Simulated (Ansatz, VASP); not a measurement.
## ZnF2: VASP beside Ansatz

```
CELL_PARAMETERS angstrom
4.59959 0.00000 0.00000
0.00000 4.59959 0.00000
0.00000 0.00000 3.06725
ATOMIC_POSITIONS crystal
Zn 0.00000 0.00000 0.00000
Zn 0.50000 0.50000 0.50000
F 0.30273 0.30273 0.00000
F 0.19727 0.80273 0.50000
F 0.69727 0.69727 0.00000
F 0.80273 0.19727 0.50000
```

Change from the starting cell: volume scaled by 0.980, atoms relaxed by PAW.

Alike in both runs: functional LDA; k mesh 4 × 4 × 6; no spin polarisation.

Ansatz relaxed the structure, and its values are those at the end. VASP's run is a single point on that final structure, the one shown.

```csv
,VASP,Ansatz
version,VASP 6.6.1,Ansatz 0.2.0
potentials or method,"VASP PAW LDA potentials, release 64 (Zn, F)","PAW with Ansatz's default frozen-core files, scalar-relativistic"
plane-wave cutoff (eV),600,420
occupations,"gaussian, width 0.01 eV",fixed
valence electrons in the cell,52,52
```

```csv
,VASP,Ansatz,Ansatz less VASP
gap on the k mesh at the Fermi level (eV),3.43,3.48,+0.054
pressure (GPa),3.5,2.8,-0.77
rms of the force components (eV/Å),0.006,0.000,-0.0055
```

LDA's correlation is that of Perdew and Zunger in VASP and of Perdew and Wang (1992) in Ansatz. Ansatz's warnings: stress scf threshold loose.
